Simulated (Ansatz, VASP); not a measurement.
# One calculation of MgO, two programs

File INCAR:

```
PREC = Accurate ; ENCUT = 520
EDIFF = 1E-6 ; ISMEAR = 0
SIGMA = 0.05 ; LREAL = F
LASPH = T ; NELM = 80
ALGO = Normal ; ISIF = 2
LWAVE = F ; LCHARG = F
GGA = PE ; NBANDS = 11
```

File KPOINTS:

```
regular mesh
0
Gamma
  10 10 10
```

File POSCAR:

```
MgO
1.0
    0.0000000000      2.1269229054      2.2545382797
    2.1269229054      0.0000000000      2.2545382797
    2.1269229054      2.1269229054      0.0000000000
Mg O
1 1
Direct
    0.0000000000      0.0000000000      0.0000000000
    0.5000000000      0.5000000000      0.5000000000
```

Input for Ansatz:

```yaml
crystal:
  lattice:
    - [0.0, 2.1269229054, 2.2545382797]
    - [2.1269229054, 0.0, 2.2545382797]
    - [2.1269229054, 2.1269229054, 0.0]
  atoms:
    - { symbol: Mg, position: [0.0, 0.0, 0.0] }
    - { symbol: O, position: [0.5, 0.5, 0.5] }
basis:
  ecutwfc: 420
kpoints:
  mp_grid: { grid: [10, 10, 10] }
hamiltonian:
  xc: pbe
scf:
  occupations: { method: gaussian, width: 0.05 }
output:
  forces: true
  stress: true
  eigenvalues: true
```

Change from the starting cell: strain +0.0600 x Voigt [0, 0, 1, 0, 0, 0], atoms carried along.

Alike in both runs: task single point; functional PBE; k mesh 10 × 10 × 10; occupations gaussian, width 0.05 eV; no spin polarisation.

```csv
,VASP,Ansatz
version,VASP 6.6.1,Ansatz 0.2.0
potentials or method,"VASP PAW PBE potentials, release 64 (Mg, O), cutoff 520 eV","scalar-relativistic, plane waves, PAW"
valence electrons in the cell,8,16
```

```csv
,VASP,Ansatz,Ansatz less VASP
gap on the k mesh at the Fermi level (eV),3.83,3.85,+0.020
least direct gap on the mesh (eV),3.83,3.85,+0.020
pressure (GPa),-7.6,-6.9,+0.75
"traceless stress, the component that is largest in VASP (GPa)",-4.19,-4.18,+0.004
```

VASP's potentials hold 8 valence electrons a cell and Ansatz's 16, so a difference there can come from the potentials and not from the codes.
